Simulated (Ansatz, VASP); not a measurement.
# H: VASP beside Ansatz

```xyz
10
Lattice="5.5129 -0.8049 -0.2103 -0.7980 5.7097 0.2233 -0.2010 0.2231 5.7076" Properties=species:S:1:pos:R:3 pbc="T T T"
H     4.6127    3.5273    3.4108
H     2.3819    5.2510    4.2462
H     1.4615    1.8940    2.9652
H     0.0726    5.5745    1.2240
H     0.9737    0.0537    0.2810
H     4.1093    2.1230    0.4378
H     3.5993    1.6342    0.6921
H     1.9401    1.9977    3.5347
H     2.6660    4.8921    4.8412
H    -0.2398    3.9818    3.6869
```

Alike in both runs: functional PBE; k mesh 3 × 3 × 3; occupations gaussian, width 0.1 eV; no spin polarisation.

Ansatz relaxed the structure, and its values are those at the end. VASP's run is a single point on that final structure, the one shown.

```csv
,VASP,Ansatz
version,VASP 6.6.1,Ansatz 0.2.0
potentials or method,"VASP PAW PBE potentials, release 64 (H), cutoff 520 eV","scalar-relativistic, plane waves, PAW"
valence electrons in the cell,10,10
```

|  | VASP | Ansatz | Ansatz less VASP |
| --- | --- | --- | --- |
| gap on the k mesh at the Fermi level (eV) | 9.23 | 9.23 | +0.002 |
| least direct gap on the mesh (eV) | 9.38 | 9.38 | +0.002 |
| rms of the force components (eV/Å) | 0.011 | 0.005 | -0.0056 |

With one functional, cell and mesh, what is left measures potentials, basis and numerics.
